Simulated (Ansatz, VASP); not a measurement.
**Two plane-wave programs on Ag**

```
CELL_PARAMETERS angstrom
2.44244 0.00000 0.00000
-1.22122 2.11521 0.00000
0.00000 0.00000 4.00914
ATOMIC_POSITIONS crystal
Ag 0.33333 0.66667 0.25000
Ag 0.66667 0.33333 0.75000
```

Change from the starting cell: volume scaled by 0.58, norm-conserving files.

Alike in both runs: task single point; functional PBE; k mesh 15 × 15 × 8; occupations fermi-dirac, width 0.05 eV; no spin polarisation.

```csv
,VASP,Ansatz
version,VASP 6.6.1,Ansatz 0.2.0
potentials or method,"VASP PAW PBE potentials, release 64 (Ag)","norm-conserving pseudopotentials, scalar-relativistic"
plane-wave cutoff (eV),520,960
valence electrons in the cell,22,38
```

```csv
,VASP,Ansatz,Ansatz less VASP
pressure (GPa),227.4,228.9,+1.44
"traceless stress, the component that is largest in VASP (GPa)",0.08,0.00,-0.079
```

Both programs put the cell under a high pressure, so it lies far from rest at this level. VASP's potentials hold 22 valence electrons a cell and Ansatz's 38, so a difference there can come from the potentials and not from the codes.

Noted on VASP's run: the cell as given lies far from equilibrium.
